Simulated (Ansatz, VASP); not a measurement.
One calculation of Zr, two programs

Contents of INCAR:

```
SYSTEM = Zr
PREC = Accurate ; ENCUT = 520
EDIFF = 1E-7 ; ISMEAR = -1
SIGMA = 0.08 ; LREAL = .False.
LASPH = .True. ; NELM = 60
ALGO = Normal ; ISIF = 2
LWAVE = .False. ; LCHARG = .False.
GGA = PS ; NBANDS = 12
```

The input KPOINTS:

```
regular mesh
0
Gamma
  14 14 14
  0 0 0
```

Contents of POSCAR:

```
Zr
1.0
   -1.8100000000      1.8100000000      1.8281000000
    1.8100000000     -1.8100000000      1.8281000000
    1.8100000000      1.8100000000     -1.8281000000
Zr
1
Direct
    0.0000000000      0.0000000000      0.0000000000
```

Input for Ansatz:

```yaml
crystal:
  lattice:
    - [-1.81, 1.81, 1.8281]
    - [1.81, -1.81, 1.8281]
    - [1.81, 1.81, -1.8281]
  atoms:
    - { symbol: Zr, position: [0.0, 0.0, 0.0] }
kpoints:
  mp_grid: { grid: [14, 14, 14] }
  band_path:
    path:
      - [0.0, 0.0, 0.0]
      - [0.0, 0.0, 0.5]
      - [0.25, 0.25, 0.25]
      - [0.0, 0.5, 0.0]
      - [0.0, 0.0, 0.0]
      - [0.5, 0.5, -0.5]
      - [0.4950740124, 0.5049259876, -0.4950740124]
      - [-0.4950740124, 0.4950740124, 0.4950740124]
      - [0.0, 0.0, 0.0]
    npoints: 5
scf:
  occupations: { method: fermi_dirac, width: 0.08 }
hamiltonian:
  xc: pbesol
  pseudopotentials: { kind: all_electron, lapw: { basis_error: 0.0005 } }
output:
  forces: true
  stress: true
  eigenvalues: true
```

Change from the starting cell: zz strain of +1 %.

Alike in both runs: task single point; functional PBEsol; k mesh 14 × 14 × 14; occupations fermi-dirac, width 0.08 eV; no spin polarisation.

|  | VASP | Ansatz |
| --- | --- | --- |
| version | VASP 6.6.1 | Ansatz 0.2.0 |
| potentials or method | VASP PAW PBE potentials, release 64 (Zr_sv), cutoff 520 eV | all-electron LAPW, scalar-relativistic |

```csv
,VASP,Ansatz,Ansatz less VASP
pressure (GPa),-7.3,-7.4,-0.04
"traceless stress, the component that is largest in VASP (GPa)",0.07,0.07,-0.001
```

VASP's potentials were made for PBE, not for PBEsol. Ansatz ran all-electron here, and VASP with PAW potentials.
